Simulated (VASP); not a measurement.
# BAs (F-43m) in VASP: a series of runs, part 2 of 2

VASP 6.6.1.

### Step 4. Single point, PBE+D4

This run uses another cell than the first one, of 13.46 Å³/atom, 0.988 times its volume.

File INCAR:

```
SYSTEM = BAs
PREC = Accurate ; ENCUT = 520
EDIFF = 1E-6 ; ISMEAR = -1
SIGMA = 0.05 ; LREAL = .FALSE.
LASPH = .TRUE. ; NELM = 80
ALGO = Normal ; ISIF = 2
LWAVE = .FALSE. ; LCHARG = .FALSE.
GGA = PE ; IVDW = 13
NBANDS = 11
```

File KPOINTS:

```
regular mesh
0
G
  10 10 10
  0 0 0
```

File POSCAR:

```
BAs
1.0
    0.0000000000      2.3790108791      2.3790108791
    2.3790108791      0.0000000000      2.3790108791
    2.3790108791      2.3790108791      0.0000000000
As B
1 1
Direct
    0.7500000000      0.7500000000      0.7500000000
    0.0000000000      0.0000000000      0.0000000000
```

Potentials or basis: VASP PAW PBE potentials, release 64 (As, B).

The run is started by

```bash
$ cat potpaw_PBE.64/As/POTCAR potpaw_PBE.64/B/POTCAR > POTCAR
$ mpirun -np 1 vasp_std > vasp.out
```

OUTCAR:

```text
SYSTEM = BAs
   PREC = Accurate
   ENCUT = 520
   EDIFF = 1E-6
   ISMEAR = -1
   LREAL = .FALSE.
   LASPH = .TRUE.
   NELM = 80
   ISIF = 2
   GGA = PE
   IVDW = 13

 ion  position               nearest neighbor table
   1  0.750  0.750  0.750-   2 2.06   2 2.06   2 2.06   2 2.06
   2  0.000  0.000  0.000-   1 2.06   1 2.06   1 2.06   1 2.06

  LATTYP: Found a face centered cubic cell.
 ALAT       =     4.7580217582

  Lattice vectors:

 A1 = (   0.0000000000,   2.3790108791,   2.3790108791)
 A2 = (   2.3790108791,   0.0000000000,   2.3790108791)
 A3 = (   2.3790108791,   2.3790108791,   0.0000000000)

Analysis of symmetry for initial positions (statically):
=====================================================================
 Subroutine PRICEL returns:
 Original cell was already a primitive cell.

 Routine SETGRP: Setting up the symmetry group for a
 face centered cubic supercell.

 Subroutine GETGRP returns: Found 24 space group operations
 (whereof 24 operations were pure point group operations)
 out of a pool of 48 trial point group operations.

The static configuration has the point symmetry T_d .

Analysis of symmetry for dynamics (positions and initial velocities):
=====================================================================
 Subroutine PRICEL returns:
 Original cell was already a primitive cell.

 Routine SETGRP: Setting up the symmetry group for a
 face centered cubic supercell.

 Subroutine GETGRP returns: Found 24 space group operations
 (whereof 24 operations were pure point group operations)
 out of a pool of 48 trial point group operations.

The dynamic configuration has the point symmetry T_d .

 Subroutine INISYM returns: Found 24 space group operations
 (whereof 24 operations are pure point group operations),
 and found     1 'primitive' translations

----------------------------------------------------------------------------------------

                                     Primitive cell

  volume of cell :      26.9289

  direct lattice vectors                    reciprocal lattice vectors
     0.000000000  2.379010879  2.379010879    -0.210171380  0.210171380  0.210171380
     2.379010879  0.000000000  2.379010879     0.210171380 -0.210171380  0.210171380
[... 118 lines left out ...]
  volume of cell :       26.93
 maximum number of plane-waves:       740
 NGX is ok and might be reduce to    28
   NGX = 13   NGY = 13   NGZ = 13

 number of electron       8.0000000 magnetization

 Free energy of the ion-electron system (eV)
  ---------------------------------------------------
  ext. energy  EPLUGINS =         0.00000000
  ---------------------------------------------------
  free energy    TOTEN  =       -11.39762259 eV

  energy without entropy =      -11.39762249  energy(sigma->0) =      -11.39762254

 E-fermi :   6.8230     XC(G=0): -10.6361

 val. band max:        6.2588024311   @ k =   0.0000   0.0000   0.0000
 cond. band min:       7.4218430770   @ k =   0.4000   0.4000   0.0000
 fundamental gap:      1.1630406459
 Fermi energy:         6.8230484367

 k-point     1 :       0.0000    0.0000    0.0000
  band No.  band energies     occupation
      1      -9.2521      2.00000
      2       6.2588      1.99997
      3       6.2588      1.99997
      4       6.2588      1.99997
      5       9.5504      0.00000
      6       9.5504      0.00000
      7       9.5504      0.00000
      8      11.0981      0.00000
      9      15.9000      0.00000
     10      19.2577      0.00000
     11      19.2577      0.00000
[... 309 lines left out ...]
 k-point    24 :       0.4000    0.3000    0.0000
  band No.  band energies     occupation
      1      -6.5751      2.00000
      2      -0.2311      2.00000
      3       2.2324      2.00000
      4       2.7290      2.00000
      5       7.9486      0.00000
      6       9.6582      0.00000
      7      15.1802      0.00000
      8      15.4059      0.00000
      9      18.4167      0.00000
     10      22.2085      0.00000
     11      22.2299      0.00000

 [... further k-points ...]

------------------------ aborting loop because EDIFF is reached ----------------------------------------

  DFT-D4 for vdW energy calculation

  Edisp (eV):   -0.76031

  FORCE on cell =-STRESS in cart. coord.  units (eV):
  Direction    XX          YY          ZZ          XY          YZ          ZX
  --------------------------------------------------------------------------------------
  -------------------------------------------------------------------------------------
  Total       0.11726     0.11726     0.11726     0.00000     0.00000     0.00000
  in kB       6.97635     6.97635     6.97635     0.00000     0.00000     0.00000
  external pressure =        6.98 kB  Pullay stress =        0.00 kB

 VOLUME and BASIS-vectors are now :
 -----------------------------------------------------------------------------
  energy-cutoff  :      520.00
  volume of cell :       26.93
      direct lattice vectors                 reciprocal lattice vectors
     0.000000000  2.379010879  2.379010879    -0.210171380  0.210171380  0.210171380
     2.379010879  0.000000000  2.379010879     0.210171380 -0.210171380  0.210171380
     2.379010879  2.379010879  0.000000000     0.210171380  0.210171380 -0.210171380

 POSITION                                       TOTAL-FORCE (eV/Angst)
 -----------------------------------------------------------------------------------
      3.56852      3.56852      3.56852         0.000000      0.000000      0.000000
      0.00000      0.00000      0.00000        -0.000000     -0.000000     -0.000000
 -----------------------------------------------------------------------------------
    total drift:                                0.000000      0.000000      0.000000

  FREE ENERGIE OF THE ION-ELECTRON SYSTEM (eV)
  ---------------------------------------------------
  free  energy   TOTEN  =       -12.1579353547 eV

  energy  without entropy=      -12.1579352566  energy(sigma->0) =      -12.15793531
```

OSZICAR:

```text
N       E                     dE             d eps       ncg     rms          rms(c)
DAV:   1     0.123819566642E+02    0.12382E+02   -0.37937E+03  1034   0.649E+02
DAV:   2    -0.113002981031E+02   -0.23682E+02   -0.22483E+02  1365   0.102E+02
DAV:   3    -0.120580982318E+02   -0.75780E+00   -0.75551E+00  1311   0.172E+01
DAV:   4    -0.120604421558E+02   -0.23439E-02   -0.23438E-02  1133   0.103E+00
DAV:   5    -0.120604456802E+02   -0.35244E-05   -0.35240E-05  1248   0.443E-02    0.502E+00
DAV:   6    -0.114666092077E+02    0.59384E+00   -0.16182E+00  1094   0.521E+00    0.244E+00
DAV:   7    -0.114041223450E+02    0.62487E-01   -0.20314E-01  1211   0.220E+00    0.994E-01
DAV:   8    -0.113971590542E+02    0.69633E-02   -0.20480E-02  1178   0.816E-01    0.994E-02
DAV:   9    -0.113974625884E+02   -0.30353E-03   -0.75391E-04  1175   0.160E-01    0.599E-02
DAV:  10    -0.113976167252E+02   -0.15414E-03   -0.18994E-04  1111   0.842E-02    0.123E-02
DAV:  11    -0.113976225112E+02   -0.57860E-05   -0.52728E-06  1267   0.155E-02    0.108E-02
DAV:  12    -0.113976225882E+02   -0.76958E-07   -0.26521E-06  1100   0.888E-03
   1 F= -.12157935E+02 E0= -.12157935E+02  d E =-.981222E-07
```

Wall time 12 s (1 thread of Intel Xeon Platinum 8488C (Sapphire Rapids), shared host); peak memory 0.16 GiB.

What came out:

* Free energy: -12.1579 eV
* Pressure: 0.7 GPa
* Band gap on the k mesh: 1.16 eV, indirect (least direct gap 3.29 eV)
* Dispersion energy per atom: -0.380 eV

### Step 5. Single point, PBE

File INCAR:

```
  ALGO = Normal
  EDIFF = 1E-6
  ENCUT = 520
  GGA = PE
  ISIF = 2
  ISMEAR = 0
  LASPH = T
  LCHARG = F
  LREAL = F
  LWAVE = F
  NBANDS = 11
  NELM = 80
  PREC = Accurate
  SIGMA = 0.026000000000000002
```

File KPOINTS:

```
k-points
0
Gamma
  10 10 10
```

File POSCAR:

```
BAs
1.0
    0.0000000000      2.3885000000      2.3885000000
    2.3885000000      0.0000000000      2.3885000000
    2.3885000000      2.3885000000      0.0000000000
As B
1 1
Direct
    0.7500000000      0.7500000000      0.7500000000
    0.0000000000      0.0000000000      0.0000000000
```

Potentials or basis: VASP PAW PBE potentials, release 64 (As, B).

The run is started by

```bash
$ cat potpaw_PBE.64/As/POTCAR potpaw_PBE.64/B/POTCAR > POTCAR
$ mpirun -np 1 vasp_std > vasp.out
```

OUTCAR:

```text
EDIFF = 1E-6
   ENCUT = 520
   GGA = PE
   ISIF = 2
   ISMEAR = 0
   LASPH = T
   LREAL = F
   NELM = 80
   PREC = Accurate

 ion  position               nearest neighbor table
   1  0.750  0.750  0.750-   2 2.07   2 2.07   2 2.07   2 2.07
   2  0.000  0.000  0.000-   1 2.07   1 2.07   1 2.07   1 2.07

  LATTYP: Found a face centered cubic cell.
 ALAT       =     4.7770000000

  Lattice vectors:

 A1 = (   0.0000000000,   2.3885000000,   2.3885000000)
 A2 = (   2.3885000000,   0.0000000000,   2.3885000000)
 A3 = (   2.3885000000,   2.3885000000,   0.0000000000)

Analysis of symmetry for initial positions (statically):
=====================================================================
 Subroutine PRICEL returns:
 Original cell was already a primitive cell.

 Routine SETGRP: Setting up the symmetry group for a
 face centered cubic supercell.

 Subroutine GETGRP returns: Found 24 space group operations
 (whereof 24 operations were pure point group operations)
 out of a pool of 48 trial point group operations.

The static configuration has the point symmetry T_d .

Analysis of symmetry for dynamics (positions and initial velocities):
=====================================================================
 Subroutine PRICEL returns:
 Original cell was already a primitive cell.

 Routine SETGRP: Setting up the symmetry group for a
 face centered cubic supercell.

 Subroutine GETGRP returns: Found 24 space group operations
 (whereof 24 operations were pure point group operations)
 out of a pool of 48 trial point group operations.

The dynamic configuration has the point symmetry T_d .

 Subroutine INISYM returns: Found 24 space group operations
 (whereof 24 operations are pure point group operations),
 and found     1 'primitive' translations

----------------------------------------------------------------------------------------

                                     Primitive cell

  volume of cell :      27.2525

  direct lattice vectors                    reciprocal lattice vectors
     0.000000000  2.388500000  2.388500000    -0.209336404  0.209336404  0.209336404
     2.388500000  0.000000000  2.388500000     0.209336404 -0.209336404  0.209336404
     2.388500000  2.388500000  0.000000000     0.209336404  0.209336404 -0.209336404

  length of vectors
     3.377849094  3.377849094  3.377849094     0.362581287  0.362581287  0.362581287

  position of ions in fractional coordinates (direct lattice)
     0.750000000  0.750000000  0.750000000
     0.000000000  0.000000000  0.000000000

  ion indices of the primitive-cell ions
   primitive index   ion index
                 1           1
                 2           2

----------------------------------------------------------------------------------------

 KPOINTS: k-points

Automatic generation of k-mesh.
 Grid dimensions read from file:
 generate k-points for:   10   10   10

 Generating k-lattice:

  Cartesian coordinates                     Fractional coordinates (reciprocal lattice)
    -0.020933640  0.020933640  0.020933640     0.100000000  0.000000000  0.000000000
     0.020933640 -0.020933640  0.020933640     0.000000000  0.100000000  0.000000000
     0.020933640  0.020933640 -0.020933640     0.000000000  0.000000000  0.100000000

  Length of vectors
     0.036258129  0.036258129  0.036258129

  Shift w.r.t. Gamma in fractional coordinates (k-lattice)
     0.000000000  0.000000000  0.000000000

 Subroutine IBZKPT returns following result:
 ===========================================

 Found     47 irreducible k-points:

 Following reciprocal coordinates:
            Coordinates               Weight
  0.000000  0.000000  0.000000      1.000000
  0.100000  0.000000  0.000000      8.000000
  0.200000  0.000000  0.000000      8.000000
  0.300000  0.000000  0.000000      8.000000
  0.400000  0.000000  0.000000      8.000000
  0.500000  0.000000  0.000000      4.000000
[... 16 lines left out ...]
  0.300000  0.300000  0.000000      6.000000
  0.400000  0.300000  0.000000     24.000000
 [... further k-points ...]
   k-points           NKPTS =     47   k-points in BZ     NKDIM =     47   number of bands    NBANDS=     11
   number of dos      NEDOS =    301   number of ions     NIONS =      2
   total plane-waves  NPLWV =  21952
   dimension x,y,z NGX =    28 NGY =   28 NGZ =   28
   dimension x,y,z NGXF=    56 NGYF=   56 NGZF=   56
   ions per type =               1   1
   NGX,Y,Z   is equivalent  to a cutoff of  13.78, 13.78, 13.78 a.u.
   NGXF,Y,Z  is equivalent  to a cutoff of  27.56, 27.56, 27.56 a.u.
 SYSTEM =  unknown system
   PREC   = accura    normal or accurate (medium, high low for compatibility)
   ISTART =      0    job   : 0-new  1-cont  2-samecut
   ICHARG =      2    charge: 1-file 2-atom 10-const
   ISPIN  =      1    spin polarized calculation?
   LNONCOLLINEAR =      F non collinear calculations
   LSORBIT =      F    spin-orbit coupling
   LASPH  =      T    aspherical Exc in radial PAW
   ENCUT  =  520.0 eV  38.22 Ry    6.18 a.u.   6.28  6.28  6.28*2*pi/ulx,y,z
   NELM   =     80;   NELMIN=  2; NELMDL= -5     # of ELM steps
   EDIFF  = 0.1E-05   stopping-criterion for ELM
   LREAL  =      F    real-space projection
   EDIFFG = 0.1E-04   stopping-criterion for IOM
   NSW    =      0    number of steps for IOM
   IBRION =     -1    ionic relax: 0-MD 1-quasi-New 2-CG
   NFREE  =      0    steps in history (QN), initial steepest desc. (CG)
   ISIF   =      2    stress and relaxation
   ISYM   =      2    0-nonsym 1-usesym 2-fastsym
   POTIM  = 0.5000    time-step for ionic-motion
   TEBEG  =    0.0;   TEEND  =   0.0 temperature during run
   PSTRESS=    0.0 pullay stress
   NELECT =       8.0000    total number of electrons
   NUPDOWN=      -1.0000    fix difference up-down
   EMIN   =  10.00;   EMAX   =-10.00  energy-range for DOS
   EFERMI =   0.00;   METHOD = LEGACY
   ISMEAR =     0;   SIGMA  =   0.03  broadening in eV -4-tet -1-fermi 0-gaus
   EFERMI_NEDOS =   21; number of points for ismear=-14 and -15
   IALGO  =     38    algorithm
   IMIX   =      4    mixing-type and parameters
     AMIX     =   0.40;   BMIX     =  1.00
     AMIX_MAG =   1.60;   BMIX_MAG =  1.00
  volume/ion in A,a.u.               =      13.63        91.95
  Fermi-wavevector in a.u.,A,eV,Ry     =   1.088018  2.056057 16.106360  1.183784
  Thomas-Fermi vector in A             =   2.224191
   LORBIT       =      0    0 simple, 1 ext, 2 COOP (PROOUT), +10 PAW based schemes
   GGA     = PE    functional components
   LHFCALC =     F    Hartree Fock is set to
   AEXX    =    0.0000 exact exchange contribution
   IVDW    =     0    specifies the selected vdW correction
   LEPSILON=     F    determine dielectric tensor
   LRPA    =     F    only Hartree local field effects (RPA)
 non-spin polarized calculation
 Gauss-broadening in eV      SIGMA  =   0.03
  energy-cutoff  :      520.00
  volume of cell :       27.25
 maximum number of plane-waves:       754
 NGX is ok and might be reduce to    28
   NGX = 13   NGY = 13   NGZ = 13

 number of electron       8.0000000 magnetization

 Free energy of the ion-electron system (eV)
  ---------------------------------------------------
  ext. energy  EPLUGINS =         0.00000000
  ---------------------------------------------------
  free energy    TOTEN  =       -11.40640277 eV

  energy without entropy =      -11.40640277  energy(sigma->0) =      -11.40640277

 E-fermi :   6.2385     XC(G=0): -10.5843

 val. band max:        6.1263304018   @ k =   0.0000   0.0000   0.0000
 cond. band min:       7.3017620040   @ k =   0.4000   0.4000   0.0000
 fundamental gap:      1.1754316021
 Fermi energy:         6.2385213397

 k-point     1 :       0.0000    0.0000    0.0000
  band No.  band energies     occupation
      1      -9.2749      2.00000
      2       6.1263      2.00000
      3       6.1263      2.00000
      4       6.1263      2.00000
      5       9.4028      0.00000
      6       9.4028      0.00000
      7       9.4028      0.00000
      8      10.8131      0.00000
      9      15.7090      0.00000
     10      19.0768      0.00000
     11      19.0768      0.00000
[... 309 lines left out ...]
 k-point    24 :       0.4000    0.3000    0.0000
  band No.  band energies     occupation
      1      -6.6308      2.00000
      2      -0.3314      2.00000
      3       2.1499      2.00000
      4       2.6401      2.00000
      5       7.8225      0.00000
      6       9.5221      0.00000
      7      14.9620      0.00000
      8      15.1948      0.00000
      9      18.1795      0.00000
     10      21.9433      0.00000
     11      21.9978      0.00000

 [... further k-points ...]
[... 5 lines left out ...]
  --------------------------------------------------------------------------------------
  -------------------------------------------------------------------------------------
  Total        0.5824743      0.5824743      0.5824743      0.0000000      0.0000000     -0.0000000
  in kB       34.2437716     34.2437716     34.2437716      0.0000000      0.0000000     -0.0000000
  external PRESSURE =      34.2437716 kB  Pullay stress =       0.0000000 kB

 VOLUME and BASIS-vectors are now :
 -----------------------------------------------------------------------------
  energy-cutoff  :      520.00
  volume of cell :       27.25
      direct lattice vectors                 reciprocal lattice vectors
     0.000000000  2.388500000  2.388500000    -0.209336404  0.209336404  0.209336404
     2.388500000  0.000000000  2.388500000     0.209336404 -0.209336404  0.209336404
     2.388500000  2.388500000  0.000000000     0.209336404  0.209336404 -0.209336404

 POSITION                                       TOTAL-FORCE (eV/Angst)
 -----------------------------------------------------------------------------------
      3.58275      3.58275      3.58275         0.000000      0.000000      0.000000
      0.00000      0.00000      0.00000        -0.000000     -0.000000     -0.000000
 -----------------------------------------------------------------------------------
    total drift:                                0.000000      0.000000      0.000000

  FREE ENERGIE OF THE ION-ELECTRON SYSTEM (eV)
  ---------------------------------------------------
  free  energy   TOTEN  =       -11.4064027662 eV

  energy  without entropy=      -11.4064027662  energy(sigma->0) =      -11.40640277
```

OSZICAR:

```text
N       E                     dE             d eps       ncg     rms          rms(c)
DAV:   1     0.126784273931E+02    0.12678E+02   -0.38969E+03  1034   0.653E+02
DAV:   2    -0.113052585673E+02   -0.23984E+02   -0.23059E+02  1430   0.105E+02
DAV:   3    -0.120437236387E+02   -0.73847E+00   -0.73682E+00  1299   0.171E+01
DAV:   4    -0.120457041586E+02   -0.19805E-02   -0.19804E-02  1168   0.102E+00
DAV:   5    -0.120457071149E+02   -0.29563E-05   -0.29563E-05  1242   0.423E-02    0.493E+00
DAV:   6    -0.114722488801E+02    0.57346E+00   -0.15826E+00  1097   0.511E+00    0.240E+00
DAV:   7    -0.114127331491E+02    0.59516E-01   -0.19375E-01  1205   0.216E+00    0.984E-01
DAV:   8    -0.114059392417E+02    0.67939E-02   -0.20239E-02  1178   0.809E-01    0.983E-02
DAV:   9    -0.114062411513E+02   -0.30191E-03   -0.76318E-04  1163   0.160E-01    0.587E-02
DAV:  10    -0.114063967054E+02   -0.15555E-03   -0.19150E-04  1108   0.844E-02    0.122E-02
DAV:  11    -0.114064026380E+02   -0.59326E-05   -0.54105E-06  1261   0.156E-02    0.106E-02
DAV:  12    -0.114064027662E+02   -0.12813E-06   -0.27151E-06  1103   0.897E-03
   1 F= -.11406403E+02 E0= -.11406403E+02  d E =-.360707E-12
```

stdout:

```text
POSCAR found type information on POSCAR AsB
 POSCAR found :  2 types and       2 ions
 scaLAPACK will be used
 LDA part: xc-table for (Slater+PW92), standard interpolation
 POSCAR, INCAR and KPOINTS ok, starting setup
 FFT: planning ... GRIDC
 FFT: planning ... GRID_SOFT
 FFT: planning ... GRID
 WAVECAR not read
 entering main loop
```

Wall time 11 s (1 thread of Intel Xeon Platinum 8488C (Sapphire Rapids), shared host); peak memory 0.16 GiB.

What came out:

* Free energy: -11.4064 eV
* Pressure: 3.4 GPa
* Band gap on the k mesh: 1.18 eV, indirect (least direct gap 3.28 eV)

### Step 6. Overview

| level | cell | smearing | gap on the mesh (eV) | pressure (GPa) |
| --- | --- | --- | --- | --- |
| PBE | a = 3.378 Å, angles 60.0°, 2 atoms | gaussian 0.017 eV | 1.18 | 3.4 |
| PBE+D3(BJ) | a = 3.369 Å, angles 60.0°, 2 atoms | fermi-dirac 0.05 eV | 1.17 | 0.7 |
| PBE+D4 | a = 3.364 Å, angles 60.0°, 2 atoms | fermi-dirac 0.05 eV | 1.16 | 0.7 |
| PBE | a = 3.378 Å, angles 60.0°, 2 atoms | gaussian 0.026 eV | 1.18 | 3.4 |

Alike in all rows: task single point; potentials or basis VASP PAW PBE potentials, release 64 (As, B); no spin polarisation; k mesh 10 × 10 × 10; cutoff (eV) 520.

Absolute energies hang on the potentials; compare differences alone.
